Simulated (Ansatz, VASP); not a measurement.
## InSe: VASP beside Ansatz

```
In Se
1.0
     4.04733    0.00000    0.00000
    -2.02366    3.50509    0.00000
     0.00000    0.00000   18.05206
In Se
4 4
Direct
  0.33333 0.66667 0.07739
  0.33333 0.66667 0.92261
  0.00000 0.00000 0.42261
  0.00000 0.00000 0.57739
  0.33333 0.66667 0.35298
  0.33333 0.66667 0.64702
  0.66667 0.33333 0.14700
  0.66667 0.33333 0.85300
```

Alike in both runs: functional RPBE; k mesh 6 × 6 × 2; occupations fermi-dirac, width 0.05 eV; no spin polarisation.

|  | VASP | Ansatz |
| --- | --- | --- |
| version | VASP 6.6.1 | Ansatz 0.2.0 |
| potentials or method | VASP PAW PBE potentials, release 64 (In_d, Se) | Ansatz PAW |
| plane-wave cutoff (eV) | 520 | 420 |
| valence electrons in the cell | 76 | 116 |
| task | single point | band structure |

Ansatz gave:

| Item | Value |
| --- | --- |
| gap on the k mesh at the Fermi level (eV) | 0.87 |
| least direct gap on the mesh (eV) | 0.87 |
| pressure (GPa) | 3.0 |
| traceless stress, the component that is largest in VASP (GPa) | -0.12 |
| rms of the force components (eV/Å) | 0.147 |

Question: Which values does VASP return?

Answer: gap on the k mesh at the Fermi level (eV): 0.85; least direct gap on the mesh (eV): 0.85; pressure (GPa): 3.0; traceless stress, the component that is largest in VASP (GPa): -0.13; rms of the force components (eV/Å): 0.155.

VASP's potentials were made for PBE, not for RPBE. Atom by atom the forces differ by 0.009 eV/Å (rms over components). VASP's potentials hold 76 valence electrons a cell and Ansatz's 116, so a difference there can come from the potentials and not from the codes.
